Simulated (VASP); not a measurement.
## B3N2: single point with PBE

Crystal: B3N2.

```
B N
1.0
     4.00421    0.00000    0.00000
    -2.00211    3.46775    0.00000
     0.00000    0.00000    2.98994
B N
3 2
Direct
  0.00000 0.00000 0.75101
  0.00000 0.00000 0.24899
  0.66667 0.33333 0.00000
  0.66667 0.33333 0.50000
  0.33333 0.66667 0.00000
```

The cell was generated, and may not be a known phase.

- Program: VASP 6.6.1
- Task: single point
- Functional: PBE
- Potentials or basis: VASP PAW PBE potentials, release 64 (B, N)
- Cutoff: 520 eV
- k mesh: 12 × 12 × 12
- Occupations: gaussian, width 0.1 eV
- Spin: collinear spin
- Starting moments: [0.0, 0.0, 0.0, 0.0, 0.93] μB
- Dipole correction: no
- Further INCAR settings: ALGO = Normal; EDIFF = 1e-07; NBANDS = 22

The pressure is -0.2 GPa. The largest force is 0.005 eV/Å, the band gap on the k mesh is zero (filled and empty bands overlap) and the net moment is 0.97 μB per cell. The site moments are B -0.01, -0.02 (each value once); N +0.11, +0.68 μB and the valence electrons inside the program's atomic spheres are B 2.01, 1.68 (each value once); N 3.73, 3.39.

Forces on the atoms (eV/Å):
```
B    0.000  0.000 -0.005
B    0.000  0.000  0.005
B    0.000  0.000  0.000
N    0.000  0.000  0.000
N    0.000  0.000  0.000
```

Stress tensor (GPa, compression positive):
```
-0.10  0.00  0.00
 0.00 -0.10  0.00
 0.00  0.00 -0.27
```

Levels at points of the mesh, in eV from the Fermi level:
Spin up:
```csv
k point,band 7,band 8,band 9,band 10,band 11,band 12,band 13,band 14
"(0.00, 0.00, 0.00)",-4.30,-3.95,-3.95,-0.67,2.39,2.39,3.95,7.44
"(0.50, 0.00, 0.00)",-2.86,-1.75,-0.81,-0.69,1.42,1.91,4.12,6.99
"(0.00, 0.00, 0.50)",-3.04,-2.81,-2.81,-1.90,-1.00,-1.00,2.87,2.87
"(0.50, 0.00, 0.50)",-3.75,-3.60,-0.41,-0.21,1.98,2.78,3.91,4.39
```
Spin down:
```csv
k point,band 7,band 8,band 9,band 10,band 11,band 12
"(0.00, 0.00, 0.00)",-4.27,-3.52,-3.52,1.41,2.83,2.83
"(0.50, 0.00, 0.00)",-2.64,-1.39,-0.08,1.28,1.83,2.14
"(0.00, 0.00, 0.50)",-2.86,-2.10,-2.10,-1.12,-1.12,-0.11
"(0.50, 0.00, 0.50)",-3.45,-2.87,0.34,0.71,2.09,3.35
```

Run time: 7.1 min on 1 thread of AMD EPYC 7R13, on a shared host, peak memory 0.25 GiB.
